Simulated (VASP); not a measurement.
A run of VASP 6.6.1 is set up as follows.

File INCAR:

```
PREC = Accurate ; ENCUT = 520
EDIFF = 1E-6 ; ISMEAR = -1
SIGMA = 0.08 ; LREAL = F
LASPH = T ; NELM = 80
ALGO = Normal ; ISIF = 2
LWAVE = F ; LCHARG = F
GGA = PE ; NBANDS = 10
```

Contents of KPOINTS:

```
regular mesh
0
Gamma
  15 15 8
```

POSCAR

```
Al
1.0
    2.5990451556      0.0000000000      0.0000000000
   -1.2995225778      2.2508391303      0.0000000000
    0.0000000000      0.0000000000      4.2699957936
Al
2
Direct
    0.3333333333      0.6666666667      0.2500000000
    0.6666666667      0.3333333333      0.7500000000
```

Potentials or basis: VASP PAW PBE potentials, release 64 (Al).

The run is started by

```sh
$ cat potpaw_PBE.64/Al/POTCAR > POTCAR
$ mpirun -np 1 vasp_std > vasp.out
```

Predict the pressure.

39.9 GPa.

Estimate the band gap on the k mesh.

zero (band 3 reaches 15.99 eV, above the bottom of band 4 at 7.77 eV).
